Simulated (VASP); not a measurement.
## KYSe2: single point with r2SCAN

Crystal: KYSe2.

```
K Se Y
1.0
     4.31975    0.00000    0.00000
     0.00000    4.31975    0.00000
     0.00000    0.00000    5.86828
K Se Y
1 2 1
Direct
  0.00000 0.00000 0.00000
  0.00000 0.00000 0.50000
  0.50000 0.50000 0.00000
  0.50000 0.50000 0.50000
```

- Program: VASP 6.6.1
- Task: single point
- Functional: r2SCAN
- Potentials or basis: VASP PAW PBE potentials, release 64 (K_sv, Se, Y_sv)
- Cutoff: 520 eV
- k mesh: 4 × 4 × 4
- Occupations: gaussian, width 0.01 eV
- Spin: no spin polarisation
- Dipole correction: no
- Further INCAR settings: ALGO = Normal; EDIFF = 1e-07; NBANDS = 24

```
Pressure               : 0.1 GPa
Band gap on the k mesh : 0.50 eV
```

Levels at points of the mesh, in eV from the valence-band top:
```csv
k point,band 12,band 13,band 14,band 15,band 16,band 17,band 18,band 19,band 20,band 21
"(0.00, 0.00, 0.00)",-1.94,-1.94,-0.47,0.00,0.00,0.50,2.20,2.43,2.43,2.45
"(0.50, 0.00, 0.00)",-2.87,-1.75,-1.72,-1.67,-0.59,2.77,3.04,3.16,3.55,5.16
"(0.50, 0.50, 0.00)",-3.16,-1.31,-1.08,-0.67,-0.67,1.23,1.23,3.11,3.42,3.76
"(0.00, 0.00, 0.50)",-2.24,-1.94,-1.94,-0.47,-0.47,0.58,2.22,2.56,3.65,3.65
"(0.50, 0.00, 0.50)",-3.00,-2.91,-2.49,-0.95,-0.85,3.20,3.74,3.80,4.15,5.07
"(0.50, 0.50, 0.50)",-3.12,-2.66,-1.85,-1.40,-1.40,3.01,3.01,3.26,3.46,3.76
```

Wall time 2.8 min on 1 thread of Intel(R) Xeon(R) Platinum 8259CL CPU @ 2.50GHz (Skylake/Cascade Lake), on a shared host, peak memory 0.26 GiB.

Caveat: the PAW data sets were made with another functional, which shifts forces and pressure a little. A k mesh can miss the band edges.
